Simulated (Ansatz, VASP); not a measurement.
**InP: VASP beside Ansatz**

```
CELL_PARAMETERS angstrom
0.00000 2.93050 2.93050
2.93050 0.00000 2.93050
2.93050 2.93050 0.00000
ATOMIC_POSITIONS crystal
In 0.00000 0.00000 0.00000
P 0.75000 0.75000 0.75000
```

Alike in both runs: functional PBEsol; k mesh 6 × 6 × 6; occupations fermi-dirac, width 0.05 eV; non-collinear spin, spin-orbit coupling.

```csv
,VASP,Ansatz
version,VASP 6.6.1,Ansatz 0.2.0
potentials or method,"VASP PAW PBE potentials, release 64 (In_d, P), cutoff 520 eV","all-electron LAPW, relativistic spinors"
task,single point,band structure
```

|  | VASP | Ansatz | Ansatz less VASP |
| --- | --- | --- | --- |
| pressure (GPa) | 0.5 | 0.5 | -0.02 |
| net moment per atom (μB) | 0.00 | 0.00 | 0.000 |

VASP's potentials were made for PBE, not for PBEsol. Ansatz ran all-electron here, and VASP with PAW potentials.
